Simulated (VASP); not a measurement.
# CdS: single point with PBE

Crystal: CdS.

```
Cd S
1.0
     4.11128    0.00000    0.00000
    -2.05564    3.56048    0.00000
     0.00000    0.00000    6.68853
Cd S
2 2
Direct
  0.33333 0.66667 0.99920
  0.66667 0.33333 0.49920
  0.33333 0.66667 0.37580
  0.66667 0.33333 0.87580
```

* Program: VASP 6.6.1
* Task: single point
* Functional: PBE
* Potentials or basis: VASP PAW PBE potentials, release 64 (Cd, S)
* Cutoff: 520 eV
* k mesh: 6 × 6 × 4
* Occupations: gaussian, width 0.02 eV
* Spin: no spin polarisation

- Pressure: 4.2 GPa
- Largest force: 0.005 eV/Å
- Band gap on the k mesh: 1.26 eV

Forces on the atoms (eV/Å):
```
Cd   0.000  0.000  0.005
Cd   0.000  0.000  0.005
S    0.000  0.000 -0.005
S    0.000  0.000 -0.005
```

Levels at points of the mesh, in eV from the valence-band top:
| k point | band 15 | band 16 | band 17 | band 18 | band 19 | band 20 | band 21 | band 22 |
| --- | --- | --- | --- | --- | --- | --- | --- | --- |
| (0.00, 0.00, 0.00) | -0.78 | -0.05 | 0.00 | 0.00 | 1.26 | 2.82 | 6.48 | 6.48 |
| (0.50, 0.00, 0.00) | -2.72 | -1.93 | -1.34 | -0.78 | 3.77 | 3.89 | 5.10 | 6.47 |
| (0.00, 0.00, 0.50) | -0.40 | -0.40 | -0.40 | -0.40 | 2.90 | 2.90 | 6.21 | 6.21 |
| (0.50, 0.00, 0.50) | -1.39 | -1.39 | -1.37 | -1.37 | 3.50 | 3.50 | 5.39 | 5.39 |

Wall time 72 s on 1 thread of Intel Xeon 8259CL, on a shared host, peak memory 0.23 GiB.

Caveat: the cell stands under pressure.
